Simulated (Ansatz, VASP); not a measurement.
**C in VASP and in Ansatz**

Contents of INCAR:

```
SYSTEM = C
ALGO = Normal
EDIFF = 1E-7
ENCUT = 520
GGA = PS
ISIF = 2
ISMEAR = 0
IVDW = 12
LASPH = .True.
LCHARG = .False.
LREAL = .False.
LWAVE = .False.
NBANDS = 11
NELM = 80
PREC = Accurate
SIGMA = 0.05
```

KPOINTS

```
k-points
0
Gamma
  15 15 15
  0 0 0
```

File POSCAR:

```
C
1.0
    1.2290461105      0.7095901028      3.2829684898
   -1.2290461105      0.7095901028      3.2829684898
    0.0000000000     -1.4191802055      3.2829684898
C
2
Direct
    0.1492723414      0.1492723414      0.1915502705
    0.8507276586      0.8507276586      0.8084497295
```

Input for Ansatz:

```yaml
crystal:
  lattice:
    - [1.2290461105, 0.7095901028, 3.2829684898]
    - [-1.2290461105, 0.7095901028, 3.2829684898]
    - [0.0, -1.4191802055, 3.2829684898]
  atoms:
    - { symbol: C, position: [0.1492723414, 0.1492723414, 0.1915502705] }
    - { symbol: C, position: [0.8507276586, 0.8507276586, 0.8084497295] }
basis:
  ecutwfc: 520.0
kpoints:
  mp_grid: { grid: [15, 15, 15] }
hamiltonian:
  xc: pbesol
  pseudopotentials: { kind: paw, azcp: { folder: soft_1 } }
  dispersion: d3bj
scf:
  occupations: { method: gaussian, width: 0.05 }
output:
  forces: true
  stress: true
  eigenvalues: true
```

Change from the starting cell: mode 4 frozen in at -0.032 Å and mode 6 at -0.060 Å (largest displacements).

Alike in both runs: task single point; functional PBEsol; dispersion D3(BJ); k mesh 15 × 15 × 15; occupations gaussian, width 0.05 eV; no spin polarisation.

|  | VASP | Ansatz |
| --- | --- | --- |
| version | VASP 6.6.1 | Ansatz 0.2.0 |
| potentials or method | VASP PAW PBE potentials, release 64 (C), cutoff 520 eV | scalar-relativistic, plane waves, PAW |
| valence electrons in the cell | 8 | 8 |

|  | VASP | Ansatz | Ansatz less VASP |
| --- | --- | --- | --- |
| gap on the k mesh at the Fermi level (eV) | 0.18 | 0.19 | +0.002 |
| least direct gap on the mesh (eV) | 0.33 | 0.33 | 0.000 |
| pressure (GPa) | 8.1 | 7.5 | -0.67 |
| traceless stress, the component that is largest in VASP (GPa) | 21.34 | 20.66 | -0.681 |
| rms of the force components (eV/Å) | 4.402 | 4.386 | -0.0160 |

VASP's potentials were made for PBE, not for PBEsol, and Ansatz warns of the same on its side. Atom by atom the forces differ by 0.017 eV/Å (rms over components).
